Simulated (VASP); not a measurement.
CaO:

```
Ca O
1.0
     0.00000    2.27767    2.27767
     2.27767    0.00000    2.27767
     2.27767    2.27767    0.00000
Ca O
1 1
Direct
  0.00000 0.00000 0.00000
  0.50000 0.50000 0.50000
```

This cell differs from its parent crystal: strain -5.0%.

Base run:

```yaml
Program: VASP 6.6.1
Functional: PBE
Potentials_or_basis: VASP PAW PBE potentials, release 64 (Ca_sv, O)
Cutoff: 520 eV
k_mesh: 6 × 6 × 6
Occupations: gaussian, width 0.01 eV
Spin: no spin polarisation
```

Its results: band gap on the k mesh 3.52 eV, indirect (least direct gap 3.83 eV); pressure 28.5 GPa.

Q: The run is repeated on the same cell with these changes: functional from PBE to HSE06; further incar settings from ALGO = Normal; EDIFF = 1e-06; NBANDS = 15 to ALGO = Normal; EDIFF = 1e-07; NBANDS = 15. What comes out?

A: Band gap on the k mesh 5.21 eV, indirect (least direct gap 5.56 eV); pressure 26.4 GPa.

Caveats: the PAW data sets were made with another functional, which shifts forces and pressure a little (some runs).

A k mesh can miss the band edges.
